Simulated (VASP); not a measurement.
# MoRu2 (P-62m) in VASP: a series of runs, part 2 of 2

VASP 6.6.1. The steps go on from the part before.

## Step 3: Single point, PBE (15.30 Å³/atom)

This run uses another cell than the first one, of 15.30 Å³/atom.

File INCAR:

```
SYSTEM = MoRu2
PREC = Accurate
ENCUT = 520
EDIFF = 1E-6
ISMEAR = 0
SIGMA = 0.1
LREAL = .FALSE.
LASPH = .TRUE.
NELM = 80
ALGO = Fast
ISIF = 2
LWAVE = .FALSE.
LCHARG = .FALSE.
GGA = PE
NBANDS = 51
```

File KPOINTS:

```
Automatic mesh
0
G
  12 12 8
  0 0 0
```

File POSCAR:

```
MoRu2
1.0
    4.8799496400      0.0000000000      0.0000000000
   -2.4399748200      4.2261603574      0.0000000000
    0.0000000000      0.0000000000      4.4501525938
Mo Ru
2 4
Direct
    0.6666666667      0.3333333333      0.0000000000
    0.3333333333      0.6666666667      0.0000000000
    0.0000000000      0.0000000000      0.0000000000
    0.0000000000      0.3306879518      0.5000000000
    0.6693120482      0.6693120482      0.5000000000
    0.3306879518      0.0000000000      0.5000000000
```

Potentials or basis: VASP PAW PBE potentials, release 64 (Mo_sv, Ru_pv).

The run is started by

```console
$ cat potpaw_PBE.64/Mo_sv/POTCAR potpaw_PBE.64/Ru_pv/POTCAR > POTCAR
$ mpirun -np 1 vasp_std > vasp.out
```

OUTCAR:

```text
SYSTEM = MoRu2
   PREC = Accurate
   ENCUT = 520
   EDIFF = 1E-6
   ISMEAR = 0
   LREAL = .FALSE.
   LASPH = .TRUE.
   NELM = 80
   ISIF = 2
   GGA = PE

 ion  position               nearest neighbor table
   1  0.667  0.333  0.000-   4 2.76   4 2.76   6 2.76   6 2.76   5 2.76   5 2.76   2 2.82   3 2.82
                             2 2.82   3 2.82   3 2.82   2 2.82
   2  0.333  0.667  0.000-   6 2.76   6 2.76   4 2.76   4 2.76   5 2.76   5 2.76   1 2.82   3 2.82
                             1 2.82   3 2.82   3 2.82   1 2.82
   3  0.000  0.000  0.000-   4 2.75   5 2.75   4 2.75   5 2.75   6 2.75   6 2.75   1 2.82   2 2.82
                             2 2.82   1 2.82   1 2.82   2 2.82
   4  0.000  0.331  0.500-   3 2.75   3 2.75   1 2.76   1 2.76   2 2.76   2 2.76   5 2.80   6 2.80
                             6 2.83   5 2.83   5 2.83   6 2.83
   5  0.669  0.669  0.500-   3 2.75   3 2.75   1 2.76   1 2.76   2 2.76   2 2.76   4 2.80   6 2.80
                             6 2.83   4 2.83   4 2.83   6 2.83
   6  0.331  0.000  0.500-   3 2.75   3 2.75   2 2.76   2 2.76   1 2.76   1 2.76   4 2.80   5 2.80
                             4 2.83   5 2.83   5 2.83   4 2.83

  LATTYP: Found a hexagonal cell.
 ALAT       =     4.8799496400
 C/A-ratio  =     0.9119259259

  Lattice vectors:

 A1 = (   4.8799496400,   0.0000000000,   0.0000000000)
 A2 = (  -2.4399748200,   4.2261603574,   0.0000000000)
 A3 = (   0.0000000000,   0.0000000000,   4.4501525938)

Analysis of symmetry for initial positions (statically):
=====================================================================
 Subroutine PRICEL returns:
 Original cell was already a primitive cell.

 Routine SETGRP: Setting up the symmetry group for a
 hexagonal supercell.

 Subroutine GETGRP returns: Found 12 space group operations
 (whereof 12 operations were pure point group operations)
 out of a pool of 24 trial point group operations.

The static configuration has the point symmetry D_3h.

Analysis of symmetry for dynamics (positions and initial velocities):
[... 143 lines left out ...]
   LORBIT       =      0    0 simple, 1 ext, 2 COOP (PROOUT), +10 PAW based schemes
   GGA     = PE    functional components
   LHFCALC =     F    Hartree Fock is set to
   AEXX    =    0.0000 exact exchange contribution
   IVDW    =     0    specifies the selected vdW correction
   LEPSILON=     F    determine dielectric tensor
   LRPA    =     F    only Hartree local field effects (RPA)
 non-spin polarized calculation
 RMM-DIIS sequential band-by-band and
 Gauss-broadening in eV      SIGMA  =   0.10
  energy-cutoff  :      520.00
  volume of cell :       91.78
 maximum number of plane-waves:      2494
   NGX = 19   NGY = 19   NGZ = 17

 number of electron      83.9999978 magnetization

 Free energy of the ion-electron system (eV)
  ---------------------------------------------------
  ext. energy  EPLUGINS =         0.00000000
  ---------------------------------------------------
  free energy    TOTEN  =       -58.52953039 eV

  energy without entropy =      -58.49371247  energy(sigma->0) =      -58.51162143

 E-fermi :  11.3050     XC(G=0): -13.4291

 val. band max:       11.3050269959   @ k =   0.1667   0.1667   0.0000
 cond. band min:      11.3155977893   @ k =   0.2500   0.1667   0.1250
 fundamental gap:      0.0105707934
 Fermi energy:        11.3050448455

 k-point     1 :       0.0000    0.0000    0.0000
  band No.  band energies     occupation
      1     -49.5695      2.00000
      2     -49.4535      2.00000
      3     -31.5460      2.00000
      4     -31.4178      2.00000
      5     -31.4178      2.00000
      6     -31.3804      2.00000
[... 1285 lines left out ...]
     50      13.9663      0.00000
     51      13.9999      0.00000

 [... further k-points ...]

------------------------ aborting loop because EDIFF is reached ----------------------------------------

  FORCE on cell =-STRESS in cart. coord.  units (eV):
  Direction    XX          YY          ZZ          XY          YZ          ZX
  --------------------------------------------------------------------------------------
  -------------------------------------------------------------------------------------
  Total       -8.3481998     -8.3481998     -8.3525985      0.0000000      0.0000000      0.0000000
  in kB     -145.7361201   -145.7361201   -145.8129079      0.0000000      0.0000000      0.0000000
  external PRESSURE =    -145.7617160 kB  Pullay stress =       0.0000000 kB

 VOLUME and BASIS-vectors are now :
 -----------------------------------------------------------------------------
  energy-cutoff  :      520.00
  volume of cell :       91.78
      direct lattice vectors                 reciprocal lattice vectors
     4.879949640  0.000000000  0.000000000     0.204920147  0.118310702  0.000000000
    -2.439974820  4.226160357  0.000000000     0.000000000  0.236621405  0.000000000
     0.000000000  0.000000000  4.450152594     0.000000000  0.000000000  0.224711396

 POSITION                                       TOTAL-FORCE (eV/Angst)
 -----------------------------------------------------------------------------------
      2.43997      1.40872      0.00000         0.000000      0.000000     -0.000000
     -0.00000      2.81744      0.00000         0.000000      0.000000     -0.000000
      0.00000      0.00000      0.00000         0.000000      0.000000     -0.000000
     -0.80687      1.39754      2.22508         0.001274     -0.002207     -0.000000
      1.63310      2.82862      2.22508         0.001274      0.002207      0.000000
      1.61374      0.00000      2.22508        -0.002548      0.000000      0.000000
 -----------------------------------------------------------------------------------
    total drift:                                0.000000      0.000000      0.000000

  FREE ENERGIE OF THE ION-ELECTRON SYSTEM (eV)
  ---------------------------------------------------
  free  energy   TOTEN  =       -58.5295303862 eV

  energy  without entropy=      -58.4937124676  energy(sigma->0) =      -58.51162143
```

OSZICAR:

```text
N       E                     dE             d eps       ncg     rms          rms(c)
DAV:   1     0.107662057273E+04    0.10766E+04   -0.50821E+04  9770   0.178E+03
DAV:   2    -0.192925866310E+02   -0.10959E+04   -0.10717E+04 10273   0.566E+02
DAV:   3    -0.615211004186E+02   -0.42229E+02   -0.40291E+02 12021   0.109E+02
DAV:   4    -0.626134627541E+02   -0.10924E+01   -0.10778E+01 11243   0.146E+01
DAV:   5    -0.626414855570E+02   -0.28023E-01   -0.27964E-01 12296   0.220E+00    0.274E+01
RMM:   6    -0.589373019939E+02    0.37042E+01   -0.11048E+01  9703   0.184E+01    0.831E+00
RMM:   7    -0.598108673666E+02   -0.87357E+00   -0.70503E+00 10530   0.924E+00    0.854E+00
RMM:   8    -0.585197195498E+02    0.12911E+01   -0.19171E+00  9904   0.649E+00    0.227E+00
RMM:   9    -0.585406597666E+02   -0.20940E-01   -0.43592E-01 11528   0.193E+00    0.168E+00
RMM:  10    -0.585311916379E+02    0.94681E-02   -0.10799E-01 11634   0.133E+00    0.680E-01
RMM:  11    -0.585295614962E+02    0.16301E-02   -0.24248E-02 11407   0.731E-01    0.267E-01
RMM:  12    -0.585293899462E+02    0.17155E-03   -0.10576E-02 12737   0.343E-01    0.774E-02
RMM:  13    -0.585295158174E+02   -0.12587E-03   -0.21003E-03 13447   0.135E-01    0.409E-02
RMM:  14    -0.585295258522E+02   -0.10035E-04   -0.29045E-04 13296   0.545E-02    0.159E-02
RMM:  15    -0.585295287800E+02   -0.29278E-05   -0.53240E-05 12518   0.298E-02    0.807E-03
RMM:  16    -0.585295301410E+02   -0.13610E-05   -0.18426E-05 11766   0.140E-02    0.341E-03
RMM:  17    -0.585295303862E+02   -0.24520E-06   -0.27035E-06  7601   0.584E-03
   1 F= -.58529530E+02 E0= -.58511621E+02  d E =-.358179E-01
```

stdout:

```text
POSCAR found type information on POSCAR MoRu
 POSCAR found :  2 types and       6 ions
 scaLAPACK will be used
 LDA part: xc-table for (Slater+PW92), standard interpolation
 POSCAR, INCAR and KPOINTS ok, starting setup
 FFT: planning ... GRIDC
 FFT: planning ... GRID_SOFT
 FFT: planning ... GRID
 WAVECAR not read
 entering main loop
```

Wall time 5.3 min (1 thread of AMD EPYC 9R45 (Zen 5), shared host); peak memory 0.42 GiB.

What came out:

* Free energy: -58.5295 eV
* Pressure: -14.6 GPa
* Band gap on the k mesh: zero (bands 42 and 43 overlap by 0.73 eV)

Forces on the atoms (eV/Å):
```
Mo   0.000  0.000  0.000
Mo   0.000  0.000  0.000
Ru   0.000  0.000  0.000
Ru   0.001 -0.002  0.000
Ru   0.001  0.002  0.000
Ru  -0.003  0.000  0.000
```

Caveat: the cell stands under tension.

## Step 4: Single point, PBE (15.87 Å³/atom)

This run uses another cell than the first one, of 15.87 Å³/atom.

File INCAR:

```
SYSTEM = MoRu2
  PREC = Accurate
  ENCUT = 520
  EDIFF = 1E-6
  ISMEAR = 0
  SIGMA = 0.1
  LREAL = .FALSE.
  LASPH = .TRUE.
  NELM = 80
  ALGO = Fast
  ISIF = 2
  LWAVE = .FALSE.
  LCHARG = .FALSE.
  GGA = PE
  NBANDS = 51
```

KPOINTS is that of step 3.

File POSCAR:

```
MoRu2
1.0
    4.9444125602      0.0000000000      0.0000000000
   -2.4722062801      4.2819868839      0.0000000000
    0.0000000000      0.0000000000      4.4984510736
Mo Ru
2 4
Direct
    0.6666666667      0.3333333333      0.0000000000
    0.3333333333      0.6666666667      0.0000000000
    0.0000000000      0.0000000000      0.0000000000
    0.0000000000      0.3307144962      0.5000000000
    0.6692855038      0.6692855038      0.5000000000
    0.3307144962      0.0000000000      0.5000000000
```

The run is started by

```console
$ cat potpaw_PBE.64/Mo_sv/POTCAR potpaw_PBE.64/Ru_pv/POTCAR > POTCAR
$ mpirun -np 1 vasp_std > vasp.out
```

Run time: 6.3 min. Hardware: 1 thread of AMD EPYC 9R45 (Zen 5), shared host; peak memory 0.44 GiB.

Results (log left out):

```
Free energy            : -58.1343 eV
Pressure               : -21.9 GPa
Band gap on the k mesh : zero (bands 42 and 43 overlap by 0.68 eV)
```

Levels at points of the mesh, in eV from the Fermi level:
| k point | band 40 | band 41 | band 42 | band 43 | band 44 | band 45 |
| --- | --- | --- | --- | --- | --- | --- |
| (0.00, 0.00, 0.00) | -0.61 | -0.61 | -0.07 | -0.07 | 1.39 | 1.52 |
| (0.50, 0.00, 0.00) | -0.62 | -0.56 | -0.16 | 0.18 | 0.29 | 0.40 |
| (0.00, 0.00, 0.50) | -1.28 | -0.42 | -0.42 | -0.19 | -0.19 | 0.95 |
| (0.50, 0.00, 0.50) | -0.67 | -0.30 | 0.15 | 0.62 | 1.20 | 1.23 |

Caveat: the cell stands under tension.

## Step 5: The runs side by side

| task | cell | cutoff (eV) | gap on the mesh (eV) | pressure (GPa) |
| --- | --- | --- | --- | --- |
| relaxation of shape and atoms at fixed volume | relaxed from a = 4.576, b = 4.576, c = 4.201 Å, angles 90.0, 90.0, 120.0°, 6 atoms, atomic positions A | 500 | none | 49.8 |
| single point | a = 4.880, b = 4.880, c = 4.450 Å, angles 90.0, 90.0, 120.0°, 6 atoms, atomic positions B | 520 | none | -14.6 |
| single point | a = 4.944, b = 4.944, c = 4.498 Å, angles 90.0, 90.0, 120.0°, 6 atoms, atomic positions B | 520 | none | -21.9 |

Alike in all rows: level PBE; potentials or basis VASP PAW PBE potentials, release 64 (Mo_sv, Ru_pv); no spin polarisation; k mesh 12 × 12 × 8; smearing gaussian 0.1 eV.

Caveats: the cell stands under tension (at least some runs).

Total energies depend on the potentials used, so only differences within one code and one set of settings carry meaning.
